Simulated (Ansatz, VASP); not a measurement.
## Li: VASP beside Ansatz

File INCAR:

```
SYSTEM = Li
PREC = Accurate ; ENCUT = 520
EDIFF = 1E-6 ; ISMEAR = 0
SIGMA = 0.1 ; LREAL = .False.
LASPH = .True. ; NELM = 60
ALGO = Normal ; ISIF = 2
LWAVE = .False. ; LCHARG = .False.
GGA = PE ; NBANDS = 12
```

KPOINTS

```
Automatic mesh
0
Gamma
  6 6 2
  0 0 0
```

The input POSCAR:

```
Li
1.0
    3.0055773000      0.0000000000      0.0000000000
   -1.5027887000      2.6029063000      0.0000000000
    0.0000000000      0.0000000000      7.7929755000
Li
3
Direct
    0.6666667000      0.3333333000      0.6769760000
    0.6666667000      0.3333333000      0.3230240000
    0.0000000000      0.0000000000      0.0000000000
```

Input for Ansatz:

```yaml
crystal:
  lattice:
    - [3.0055773, 0.0, 0.0]
    - [-1.5027887, 2.6029063, 0.0]
    - [0.0, 0.0, 7.7929755]
  atoms:
    - { symbol: Li, position: [0.6666667, 0.3333333, 0.676976] }
    - { symbol: Li, position: [0.6666667, 0.3333333, 0.323024] }
    - { symbol: Li, position: [0.0, 0.0, 0.0] }
basis:
  ecutwfc: 420
kpoints:
  mp_grid: { grid: [6, 6, 2] }
hamiltonian:
  xc: pbe
scf:
  occupations: { method: gaussian, width: 0.1 }
  lower_state_search: "off"
output:
  forces: true
  stress: true
  eigenvalues: true
```

Alike in both runs: task single point; functional PBE; k mesh 6 × 6 × 2; occupations gaussian, width 0.1 eV; no spin polarisation.

|  | VASP | Ansatz |
| --- | --- | --- |
| version | VASP 6.6.1 | Ansatz 0.2.0 |
| potentials or method | VASP PAW PBE potentials, release 64 (Li_sv), cutoff 520 eV | scalar-relativistic, plane waves, PAW |
| valence electrons in the cell | 9 | 9 |

```tsv
	VASP	Ansatz	Ansatz less VASP
gap on the k mesh at the Fermi level (eV)	none	none	-
rms of the force components (eV/Å)	0.008	0.009	+0.0009
```

Atom by atom the forces differ by 0.001 eV/Å (rms over components). A gap of «none» marks a metal or a gap that the smearing closes. With one functional, cell and mesh, what is left measures potentials, basis and numerics.

The k mesh is coarse, so the values compare programs but aren't converged. Noted on VASP's run: the cutoff is under 1.25 times that of the potentials, so the pressure is a little rough.
